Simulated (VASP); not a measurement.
Crystal: WSe2.

```
CELL_PARAMETERS angstrom
3.29000 0.00000 0.00000
-1.64500 2.84922 0.00000
0.00000 0.00000 12.97000
ATOMIC_POSITIONS crystal
W 0.33333 0.66667 0.25000
W 0.66667 0.33333 0.75000
Se 0.33333 0.66667 0.62100
Se 0.66667 0.33333 0.12100
Se 0.33333 0.66667 0.87900
Se 0.66667 0.33333 0.37900
```

```yaml
Program: VASP 6.6.1
Task: relaxation of cell and atoms
Functional: PBEsol
Dispersion: D3(BJ)
Potentials_or_basis: VASP PAW PBE potentials, release 64 (W_sv, Se)
Cutoff: 600 eV
k_mesh: 12 × 12 × 2
Occupations: gaussian, width 0.02 eV
Spin: no spin polarisation
```

At the start: pressure -4.4 GPa; volume 20.26 Å³/atom.

Problem. Where does the relaxation end?

Solution. Over 22 steps the energy falls by 20.6 meV/atom and the volume is 18.76 Å³/atom (-7.4 %); space group P6_3/mmc (No. 194, to 0.1 Å) before and after.

The path:
| step | energy change (eV) | largest force (eV/Å) | pressure (GPa) | volume (Å³) |
| --- | --- | --- | --- | --- |
| 1 | 0.0000 | 0.0541 | -4.39 | 121.58 |
| 2 | 0.1049 | 1.4341 | 8.88 | 112.06 |
| 3 | -0.0522 | 0.4524 | -0.05 | 117.99 |
| 4 | -0.0781 | 0.1959 | -0.18 | 116.57 |
| 5 | -0.0796 | 0.1189 | -0.19 | 116.13 |
| 6 | -0.0956 | 0.1159 | -0.01 | 115.16 |
| 7 | -0.1212 | 0.0954 | 0.83 | 112.24 |
| 8 | -0.1038 | 0.3586 | -2.85 | 113.95 |
| 9 | -0.1231 | 0.0152 | -0.08 | 112.64 |
| 10 | -0.1234 | 0.0156 | -0.06 | 112.64 |
| 11 | -0.1234 | 0.0057 | -0.06 | 112.64 |
| 12 | -0.1234 | 0.0054 | -0.07 | 112.64 |
| 13 | -0.1233 | 0.0048 | -0.07 | 112.64 |
| 14 | -0.1234 | 0.0047 | -0.06 | 112.64 |
| 15 | -0.1234 | 0.0216 | 0.10 | 112.50 |
| 16 | -0.1234 | 0.0130 | 0.03 | 112.57 |
| 17 | -0.1234 | 0.0110 | 0.03 | 112.59 |
| 18 | -0.1234 | 0.0081 | -0.03 | 112.61 |
| 19 | -0.1234 | 0.0101 | -0.02 | 112.60 |
| 20 | -0.1234 | 0.0106 | -0.02 | 112.59 |
| 21 | -0.1234 | 0.0110 | -0.01 | 112.59 |
| 22 | -0.1234 | 0.0048 | -0.01 | 112.55 |

Final structure:
```xyz
6
Lattice="3.2332 0.0000 0.0000 -1.6166 2.8000 0.0000 0.0000 0.0000 12.4330" Properties=species:S:1:pos:R:3 pbc="T T T"
W     0.0000    1.8667    3.1082
W     1.6166    0.9333    9.3247
Se    0.0000    1.8667    7.6412
Se    1.6166    0.9333    1.4247
Se    0.0000    1.8667   11.0083
Se    1.6166    0.9333    4.7918
```

Caveat: the PAW data sets were made with another functional, which shifts forces and pressure a little.
